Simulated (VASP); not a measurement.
# AgBr: relaxation of cell and atoms with PBEsol

AgBr:

```xyz
2
Lattice="0.0000 2.8377 2.8377 2.8377 0.0000 2.8377 2.8377 2.8377 0.0000" Properties=species:S:1:pos:R:3 pbc="T T T"
Ag    0.0000    0.0000    0.0000
Br    2.8377    2.8377    2.8377
```

```json
{
 "Program": "VASP 6.6.1",
 "Task": "relaxation of cell and atoms",
 "Functional": "PBEsol",
 "Potentials or basis": "VASP PAW PBE potentials, release 64 (Ag, Br)",
 "Cutoff": "500 eV",
 "k mesh": "8 × 8 × 8",
 "Occupations": "gaussian, width 0.01 eV",
 "Spin": "no spin polarisation",
 "Target pressure": "10 GPa",
 "Dipole correction": "no",
 "Further INCAR settings": "ALGO = Normal; EDIFF = 1e-07; IBRION = 2; EDIFFG = -0.002; NSW = 100; ISIF = 3"
}
```

```
Relaxed volume                                         : 19.97 Å³/atom
Relaxed cell                                           : a = 3.837 Å, b = 3.837 Å, c = 3.837 Å, α = 60.00°, β = 60.00°, γ = 60.00°
Space group after relaxing (to 0.05 Å)                 : Fm-3m (No. 225)
Energy change on relaxing (the enthalpy is what falls) : +77.3 meV/atom
Ionic steps                                            : 6
Pressure after relaxing                                : 10.0 GPa
Band gap on the k mesh                                 : 0.54 eV, indirect (least direct gap 3.00 eV)
```

Step by step:
```
step  energy change (eV)  largest force (eV/Å)  pressure (GPa)  volume (Å³)
   1              0.0000                0.0000           -0.06        45.70
   2              0.4354                0.0000           19.89        36.85
   3              0.1521                0.0000            9.90        39.98
   4              0.1590                0.0000           10.18        39.87
   5              0.1516                0.0000            9.88        39.99
   6              0.1547                0.0000           10.00        39.94
```

Final structure:
```
Ag Br
1.0
     0.00000    2.71302    2.71302
     2.71302    0.00000    2.71302
     2.71302    2.71302    0.00000
Ag Br
1 1
Direct
  0.00000 0.00000 0.00000
  0.50000 0.50000 0.50000
```

Levels at points of the mesh, in eV from the valence-band top:
```csv
k point,band 7,band 8,band 9,band 10,band 11,band 12
"(0.00, 0.00, 0.00)",-2.61,-2.61,-2.61,0.54,9.76,9.76
"(0.50, 0.00, 0.00)",-2.78,0.00,0.00,3.00,6.23,6.23
"(0.50, 0.50, 0.00)",-3.07,-3.07,-2.81,1.05,6.59,9.63
```

Wall time 2.1 min on 1 thread of Intel Xeon 8259CL (shared host), peak memory 0.19 GiB.

Caveat: the cell is relaxed towards a set pressure, so the enthalpy falls and the energy may rise; the PAW data sets were made with another functional, which shifts forces and pressure a little. A k mesh can miss the band edges.
